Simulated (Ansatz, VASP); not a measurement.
# One calculation of Ge, two programs

```
Ge
1.0
     4.87896    0.00000    0.00000
     0.00000    4.87896    0.00000
     0.00000    0.00000    3.96584
Ge
4
Direct
  0.34199 0.00000 0.75000
  0.65801 0.00000 0.25000
  0.00000 0.34199 0.00000
  0.00000 0.65801 0.50000
```

Alike in both runs: task relaxation of cell and atoms; functional PBE; k mesh 10 × 10 × 12; occupations gaussian, width 0.1 eV; no spin polarisation.

```csv
,VASP,Ansatz
version,VASP 6.6.1,Ansatz 0.2.0
potentials or method,"VASP PAW PBE potentials, release 64 (Ge_d), cutoff 600 eV","scalar-relativistic, plane waves, PAW"
valence electrons in the cell,56,56
```

```csv
,VASP,Ansatz,Ansatz less VASP
"gap on the k mesh at the Fermi level, each at its own relaxed structure (eV)",none,none,-
relaxed volume (Å³/atom),23.66,23.65,-0.016
relaxed length of the cell vector where the two differ most in proportion (Å),4.892,4.891,-0.0011
```

A gap of «none» marks a metal or a gap that the smearing closes.
